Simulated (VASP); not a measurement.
# CaC2 (I4/mmm) in VASP: further runs, part 2 of 2

VASP 6.6.1. Earlier steps stand in the parts before.

## 3. Relaxation of cell and atoms, LDA

This run uses another cell than the first one, of 15.97 Å³/atom, 1.081 times its volume.

The input, INCAR:

```
PREC = Accurate
ENCUT = 600
EDIFF = 1E-6
ISMEAR = 0
SIGMA = 0.02
LREAL = F
LASPH = T
NELM = 100
ALGO = Normal
ISIF = 3
LWAVE = F
LCHARG = F
GGA = CA
IBRION = 2
NSW = 100
EDIFFG = -0.005
```

The input, KPOINTS:

```
regular mesh
0
Gamma
  10 10 10
```

The input, POSCAR:

```
CaC2
1.0
   -1.9342985994      1.9342985994      3.2021112425
    1.9342985994     -1.9342985994      3.2021112425
    1.9342985994      1.9342985994     -3.2021112425
Ca C
1 2
Direct
    0.0000000000      0.0000000000      0.0000000000
    0.5978927200      0.5978927200      0.0000000000
    0.4021072800      0.4021072800      0.0000000000
```

Potentials or basis: VASP PAW LDA potentials, release 64 (Ca_sv, C).

The run is started by

```sh
> cat potpaw_LDA.64/Ca_sv/POTCAR potpaw_LDA.64/C/POTCAR > POTCAR
> mpirun -np 1 vasp_std > vasp.out
```

OUTCAR:

```text
PREC = Accurate
   ENCUT = 600
   EDIFF = 1E-6
   ISMEAR = 0
   LREAL = F
   LASPH = T
   NELM = 100
   ISIF = 3
   GGA = CA
   IBRION = 2
   NSW = 100
   EDIFFG = -0.005

 ion  position               nearest neighbor table
   1  0.000  0.000  0.000-   2 2.58   3 2.58
   2  0.598  0.598  0.000-   3 1.25   1 2.58
   3  0.402  0.402  0.000-   2 1.25   1 2.58

  LATTYP: Found a body centered tetragonal cell.
 ALAT       =     3.8685971988
 C/A-ratio  =     1.6554379161

  Lattice vectors:

 A1 = (  -1.9342985994,   1.9342985994,   3.2021112425)
 A2 = (   1.9342985994,  -1.9342985994,   3.2021112425)
 A3 = (   1.9342985994,   1.9342985994,  -3.2021112425)
[... 678 lines left out ...]

  energy  without entropy=      -22.1841056602  energy(sigma->0) =      -22.18410566

[... ionic steps 4 to 8 ...]

--------------------------------------- Ionic step        9  -------------------------------------------

 number of electron      17.9999999 magnetization

------------------------ aborting loop because EDIFF is reached ----------------------------------------
[... 69 lines left out ...]
--------------------------------------- Ionic step       11  -------------------------------------------

 number of electron      17.9999999 magnetization

 Free energy of the ion-electron system (eV)
  ---------------------------------------------------
  ext. energy  EPLUGINS =         0.00000000
  ---------------------------------------------------
  free energy    TOTEN  =       -22.19161182 eV

  energy without entropy =      -22.19161182  energy(sigma->0) =      -22.19161182

 E-fermi :   1.9213     XC(G=0): -10.1506

 val. band max:        1.7586805858   @ k =  -0.4000  -0.4000   0.4000
 cond. band min:       2.6179909728   @ k =   0.5000   0.5000   0.0000
 fundamental gap:      0.8593103870
 Fermi energy:         1.9212817939

 k-point     1 :       0.0000    0.0000    0.0000
  band No.  band energies     occupation
      1     -36.4389      2.00000
      2     -17.7598      2.00000
      3     -17.7598      2.00000
      4     -17.6421      2.00000
      5     -11.1993      2.00000
      6      -1.1887      2.00000
      7      -0.2790      2.00000
      8       0.7525      2.00000
      9       0.7525      2.00000
     10       4.7324      0.00000
     11       4.7324      0.00000
     12       5.9605      0.00000
     13       7.1351      0.00000
[... 398 lines left out ...]
  FREE ENERGIE OF THE ION-ELECTRON SYSTEM (eV)
  ---------------------------------------------------
  free  energy   TOTEN  =       -22.1916118186 eV

  energy  without entropy=      -22.1916118186  energy(sigma->0) =      -22.19161182

 reached required accuracy - stopping structural energy minimisation
```

OSZICAR:

```text
N       E                     dE             d eps       ncg     rms          rms(c)
DAV:   1     0.130893080336E+03    0.13089E+03   -0.97991E+03  2652   0.147E+03
DAV:   2    -0.165877794586E+02   -0.14748E+03   -0.14238E+03  3124   0.324E+02
[... 87 lines left out ...]
  10 F= -.22191603E+02 E0= -.22191603E+02  d E =-.343915E-04
       N       E                     dE             d eps       ncg     rms          rms(c)
DAV:   1    -0.221917752751E+02   -0.17249E-03   -0.54324E-03  2692   0.795E-01    0.709E-02
DAV:   2    -0.221916478046E+02    0.12747E-03   -0.34473E-04  3226   0.187E-01    0.368E-02
DAV:   3    -0.221916110174E+02    0.36787E-04   -0.18779E-04  4313   0.125E-01    0.804E-03
DAV:   4    -0.221916118186E+02   -0.80124E-06   -0.59895E-06  3512   0.259E-02
  11 F= -.22191612E+02 E0= -.22191612E+02  d E =-.429208E-04
```

CONTCAR:

```text
CaC2
   1.00000000000000
    -1.8809636949589774    1.8809636949589774    3.1411844929834682
     1.8809636949589774   -1.8809636949589774    3.1411844929834682
     1.8809636949589774    1.8809636949589774   -3.1411844929834682
  Ca              C
     1     2
Direct
     0.0000000000000000    0.0000000000000000    0.0000000000000000
     0.5996960344817752    0.5996960344817752    0.0000000000000000
     0.4003039655182247    0.4003039655182247    0.0000000000000000

  0.00000000E+00  0.00000000E+00  0.00000000E+00
  0.00000000E+00  0.00000000E+00  0.00000000E+00
  0.00000000E+00  0.00000000E+00  0.00000000E+00
```

Run time: 6.1 min. Hardware: 1 thread of Intel Xeon Platinum 8488C (Sapphire Rapids), shared host; peak memory 0.22 GiB.

What came out:

| Item | Value |
| --- | --- |
| Free energy | -22.1916 eV |
| Relaxed volume | 14.82 Å³/atom |
| Relaxed cell | a = 4.116 Å, b = 4.116 Å, c = 4.116 Å, α = 125.62°, β = 125.62°, γ = 80.52° |
| Space group after relaxing (to 0.05 Å) | I4/mmm (No. 139) |
| Energy gained by relaxing | 16.5 meV/atom |
| Ionic steps | 11 |
| Pressure after relaxing | 0.0 GPa |
| Band gap on the k mesh | 0.86 eV, indirect (least direct gap 2.03 eV) |

Forces on the atoms (eV/Å):
```
Ca   0.000  0.000  0.000
C    0.000  0.000 -0.003
C    0.000  0.000  0.003
```

Step by step:
```csv
step,energy change (eV),largest force (eV/Å),pressure (GPa),volume (Å³)
1,0.0000,0.1762,-4.17,47.92
2,-0.0419,0.8260,0.45,45.09
3,-0.0419,0.8494,0.64,44.99
4,-0.0242,1.8041,-1.31,43.92
5,-0.0476,0.0678,-0.04,44.65
6,-0.0484,0.0581,-0.10,44.63
7,-0.0494,0.0337,-0.22,44.58
8,-0.0492,0.1612,0.14,44.52
9,-0.0494,0.0247,-0.11,44.56
10,-0.0494,0.0120,-0.06,44.51
11,-0.0494,0.0026,0.01,44.45
```

Final structure:
```
Ca C
1.0
    -1.88096    1.88096    3.14118
     1.88096   -1.88096    3.14118
     1.88096    1.88096   -3.14118
Ca C
1 2
Cartesian
  0.0000 0.0000 0.0000
  0.0000 0.0000 3.7675
  0.0000 0.0000 2.5149
```

Levels at points of the mesh, in eV from the valence-band top:
| k point | band 7 | band 8 | band 9 | band 10 | band 11 | band 12 |
| --- | --- | --- | --- | --- | --- | --- |
| (0.00, 0.00, 0.00) | -2.04 | -1.01 | -1.01 | 2.97 | 2.97 | 4.20 |
| (0.50, 0.00, 0.00) | -2.49 | -2.00 | -0.91 | 4.81 | 5.85 | 6.22 |
| (0.50, 0.50, 0.00) | -2.89 | -1.65 | -1.17 | 0.86 | 5.72 | 6.73 |
| (0.50, 0.50, 0.50) | -1.68 | -1.68 | -0.02 | 3.00 | 6.23 | 6.46 |

## 4. Single point, LDA

The input, INCAR:

```
PREC = Accurate
ENCUT = 520
EDIFF = 1E-6
ISMEAR = 0
SIGMA = 0.01
LREAL = F
LASPH = T
NELM = 100
ALGO = Normal
ISIF = 2
LWAVE = F
LCHARG = T
LELF = T
LVHAR = T
NBANDS = 16
```

The input, KPOINTS:

```
Automatic mesh
0
Gamma
  10 10 10
```

The input, POSCAR:

```
CaC2
1.0
   -1.8789553324      1.8789553324      3.1385490914
    1.8789553324     -1.8789553324      3.1385490914
    1.8789553324      1.8789553324     -3.1385490914
Ca C
1 2
Direct
    0.0000000000      0.0000000000      0.0000000000
    0.5996822185      0.5996822185      0.0000000000
    0.4003177815      0.4003177815      0.0000000000
```

The run is started by

```sh
> cat potpaw_LDA.64/Ca_sv/POTCAR potpaw_LDA.64/C/POTCAR > POTCAR
> mpirun -np 1 vasp_std > vasp.out
```

It took 58 s on 1 thread of Intel Xeon Platinum 8488C (Sapphire Rapids), shared host; peak memory 0.2 GiB.

Results (log left out):

```
Free energy            : -22.1844 eV
Pressure               : 0.5 GPa
Largest force          : 0.091 eV/Å
Band gap on the k mesh : 0.85 eV, indirect (least direct gap 2.03 eV)
```

Forces on the atoms (eV/Å):
```
Ca   0.000  0.000  0.000
C    0.000  0.000  0.091
C    0.000  0.000 -0.091
```

Stress tensor (GPa, compression positive):
```
0.30 0.00 0.00
0.00 0.30 0.00
0.00 0.00 0.83
```

Levels at points of the mesh, in eV from the valence-band top:
```
           k point  band 5  band 6  band 7  band 8  band 9  band 10  band 11  band 12  band 13  band 14
(0.00, 0.00, 0.00)  -12.97   -2.96   -2.03   -1.01   -1.01     2.97     2.97     4.20     5.39     6.01
(0.50, 0.00, 0.00)  -12.37   -4.48   -2.49   -2.01   -0.91     4.81     5.86     6.23     6.48     6.51
(0.50, 0.50, 0.00)  -12.58   -2.94   -2.90   -1.66   -1.18     0.85     5.72     6.74     7.52     7.90
(0.50, 0.50, 0.50)  -12.65   -4.61   -1.69   -1.69   -0.02     2.99     6.25     6.47     6.76     6.76
```

## 5. Relaxation of cell and atoms, LDA

The input, INCAR:

```
SYSTEM = CaC2
PREC     = Accurate       ! precision mode
ENCUT    = 600            ! plane-wave cutoff, eV
EDIFF    = 1E-6           ! SCF threshold, eV
ISMEAR   = 0              ! smearing method
SIGMA    = 0.01           ! smearing width, eV
LREAL    = .False.        ! projectors in reciprocal space
LASPH    = .True.         ! aspherical terms in the spheres
NELM     = 100            ! most SCF steps
ALGO     = Normal         ! electronic algorithm
ISIF     = 3              ! what is computed and relaxed
LWAVE    = .False.        ! write WAVECAR
LCHARG   = .False.        ! write CHGCAR
IBRION   = 2              ! ionic algorithm
NSW      = 80             ! ionic steps
EDIFFG   = -0.001         ! ionic threshold
```

The input, KPOINTS:

```
Automatic mesh
0
Gamma
  10 10 10
  0 0 0
```

The input, POSCAR:

```
CaC2
1.0
   -1.8789219507      1.8789219507      3.1388106346
    1.8789219507     -1.8789219507      3.1388106346
    1.8789219507      1.8789219507     -3.1388106346
Ca C
1 2
Direct
    0.0000000000      0.0000000000      0.0000000000
    0.5996770461      0.5996770461      0.0000000000
    0.4003229539      0.4003229539      0.0000000000
```

The run is started by

```sh
> cat potpaw_LDA.64/Ca_sv/POTCAR potpaw_LDA.64/C/POTCAR > POTCAR
> mpirun -np 1 vasp_std > vasp.out
```

It took 10 min on 1 thread of Intel Xeon Platinum 8488C (Sapphire Rapids), shared host; peak memory 0.21 GiB.

It converged, with:

```yaml
Free_energy: -22.1879 eV
Relaxed_volume: 14.83 Å³/atom
Relaxed_cell: a = 4.117 Å, b = 4.117 Å, c = 4.117 Å, α = 125.62°, β = 125.62°, γ = 80.52°
Space_group_after_relaxing_to_0.05_Å: I4/mmm (No. 139)
Energy_gained_by_relaxing: 0.1 meV/atom
Ionic_steps: 37
Pressure_after_relaxing: 0.0 GPa
Band_gap_on_the_k_mesh: 0.86 eV, indirect (least direct gap 2.04 eV)
```

Step by step:
```csv
step,energy change (eV),largest force (eV/Å),pressure (GPa),volume (Å³)
1,0.0000,0.0821,0.36,44.32
2,0.0039,0.7696,-1.15,44.54
3,-0.0001,0.0257,0.16,44.35
4,-0.0002,0.0010,0.03,44.46
5,-0.0002,0.0035,0.01,44.48
6,-0.0002,0.0031,0.02,44.48
7,-0.0002,0.0039,0.03,44.48
8,-0.0002,0.0116,-0.05,44.50
9,-0.0002,0.0082,-0.05,44.49
10,-0.0002,0.0044,-0.04,44.49
11,-0.0002,0.0006,-0.04,44.49
12,-0.0002,0.0028,-0.02,44.48
13,-0.0002,0.0008,0.00,44.49
14,-0.0002,0.0000,-0.01,44.49
15,-0.0002,0.0176,0.02,44.48
16,-0.0002,0.0116,0.01,44.48
17,-0.0002,0.0069,0.00,44.49
18,-0.0002,0.0105,-0.01,44.48
19,-0.0002,0.0036,0.00,44.48
20,-0.0002,0.0002,-0.01,44.48
21,-0.0002,0.0015,-0.01,44.48
22,-0.0002,0.0021,-0.01,44.48
23,-0.0002,0.0096,0.01,44.48
24,-0.0002,0.0061,0.00,44.48
25,-0.0002,0.0021,0.00,44.48
26,-0.0002,0.0016,0.00,44.48
27,-0.0002,0.0018,0.00,44.48
28,-0.0002,0.0004,0.00,44.48
29,-0.0002,0.0039,0.00,44.48
30,-0.0002,0.0142,0.00,44.48
31,-0.0002,0.0068,-0.01,44.48
32,-0.0002,0.0054,0.00,44.48
33,-0.0002,0.0048,0.00,44.48
34,-0.0002,0.0046,0.00,44.48
35,-0.0002,0.0027,0.01,44.48
36,-0.0002,0.0011,0.00,44.48
37,-0.0002,0.0007,0.00,44.48
```

Final structure:
```cif
data_structure
_symmetry_space_group_name_H-M 'P 1'
_symmetry_Int_Tables_number 1
_cell_length_a 4.1170
_cell_length_b 4.1170
_cell_length_c 4.1170
_cell_angle_alpha 125.616
_cell_angle_beta 125.616
_cell_angle_gamma 80.521
_cell_volume 44.48
loop_
_atom_site_label
_atom_site_type_symbol
_atom_site_fract_x
_atom_site_fract_y
_atom_site_fract_z
_atom_site_occupancy
Ca1 Ca 0.00000 0.00000 0.00000 1
C1 C 0.59968 0.59968 0.00000 1
C2 C 0.40032 0.40032 0.00000 1
```

Levels at points of the mesh, in eV from the valence-band top:
```
           k point  band 5  band 6  band 7  band 8  band 9  band 10  band 11  band 12  band 13
(0.00, 0.00, 0.00)  -12.96   -2.95   -2.04   -1.01   -1.01     2.97     2.97     4.20     5.37
(0.50, 0.00, 0.00)  -12.36   -4.47   -2.48   -2.00   -0.91     4.81     5.85     6.22     6.47
(0.50, 0.50, 0.00)  -12.57   -2.95   -2.89   -1.65   -1.17     0.86     5.72     6.73     7.50
(0.50, 0.50, 0.50)  -12.64   -4.60   -1.68   -1.68   -0.02     3.00     6.23     6.45     6.75
```

A k mesh can miss the band edges. Expect the measured gap to be larger: semilocal functionals such as LDA lack the derivative discontinuity.

## 6. Summary

| task | cell | cutoff (eV) | smearing | gap on the mesh (eV) | pressure (GPa) | relaxed volume (Å³/atom) | largest force (eV/Å) |
| --- | --- | --- | --- | --- | --- | --- | --- |
| single point | a = 4.113 Å, angles 125.6, 125.6, 80.5°, 3 atoms | 520 | gaussian 0.02 eV | 0.85 | 0.5 | - | 0.09 |
| relaxation of cell and atoms | relaxed from a = 4.211 Å, angles 125.3, 125.3, 81.0°, 3 atoms | 600 | gaussian 0.02 eV | 0.86 | 0.0 | 14.82 | - |
| single point | a = 4.112 Å, angles 125.6, 125.6, 80.5°, 3 atoms | 520 | gaussian 0.01 eV | 0.85 | 0.5 | - | 0.09 |
| relaxation of cell and atoms | relaxed from a = 4.113 Å, angles 125.6, 125.6, 80.5°, 3 atoms | 600 | gaussian 0.01 eV | 0.86 | 0.0 | 14.83 | - |

Alike in all rows: level LDA; potentials or basis VASP PAW LDA potentials, release 64 (Ca_sv, C); no spin polarisation; k mesh 10 × 10 × 10.

Absolute energies hang on the potentials; compare differences alone.
